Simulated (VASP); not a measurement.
Input of a VASP 6.6.1 run:

The input INCAR:

```
  PREC = Accurate
  ENCUT = 520
  EDIFF = 1E-7
  ISMEAR = -1
  SIGMA = 0.05
  LREAL = F
  LASPH = T
  NELM = 60
  ALGO = Normal
  ISIF = 2
  LWAVE = F
  LCHARG = F
  GGA = PE
  NBANDS = 12
```

The input KPOINTS:

```
regular mesh
0
Gamma
  10 10 10
```

Contents of POSCAR:

```
SiF
1.0
    1.3386000000      0.7728400000      3.9372931000
   -1.3386000000      0.7728400000      3.9372931000
    0.0000000000     -1.5456800000      3.9372931000
Si F
1 1
Direct
    0.5000000000      0.5000000000      0.5000000000
    0.0000000000      0.0000000000      0.0000000000
```

Potentials or basis: VASP PAW PBE potentials, release 64 (Si, F).

Command:

```console
$ cat potpaw_PBE.64/Si/POTCAR potpaw_PBE.64/F/POTCAR > POTCAR
$ mpirun -np 1 vasp_std > vasp.out
```

(1) Predict the pressure.

## Answers

(1) -1.5 GPa.

Caveat: an odd number of electrons without spin polarisation forces a metal; a magnetic or distorted state may lie lower.
